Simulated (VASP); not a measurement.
Runs of VASP 6.6.1 on LiBr. The structure is that of space group Fm-3m (No. 225), or close to it. The cells are those of the table. 

```tsv
task	cell	gap on the mesh (eV)	pressure (GPa)
relaxation of cell and atoms	relaxed to 10 GPa from a = 3.827 Å, angles 60.0, 60.0, 90.0°, 2 atoms	(a)	10.0
relaxation of cell and atoms	relaxed to 2 GPa from a = 3.827 Å, angles 60.0, 60.0, 90.0°, 2 atoms	5.29	2.0
relaxation of cell and atoms	relaxed to 7 GPa from a = 3.827 Å, angles 60.0, 60.0, 90.0°, 2 atoms	5.53	7.0
single point	a = 3.618 Å, angles 60.0, 60.0, 90.0°, 2 atoms	5.54	7.0
relaxation of cell and atoms	relaxed to 4 GPa from a = 3.827 Å, angles 60.0, 60.0, 90.0°, 2 atoms	(b)	4.0
```

Alike in all rows: level PBEsol; potentials or basis VASP PAW PBE potentials, release 64 (Li_sv, Br); no spin polarisation; k mesh 8 × 8 × 8; cutoff (eV) 750; smearing gaussian 0.01 eV.

Fill in the values left out.

(a) 5.55; (b) 5.52.

Caveats: the PAW data sets were made with another functional, which shifts forces and pressure a little; the cell is relaxed towards a set pressure, so the enthalpy falls and the energy may rise (some runs).

A k mesh can miss the band edges, and the runs leave out spin-orbit coupling on Br.
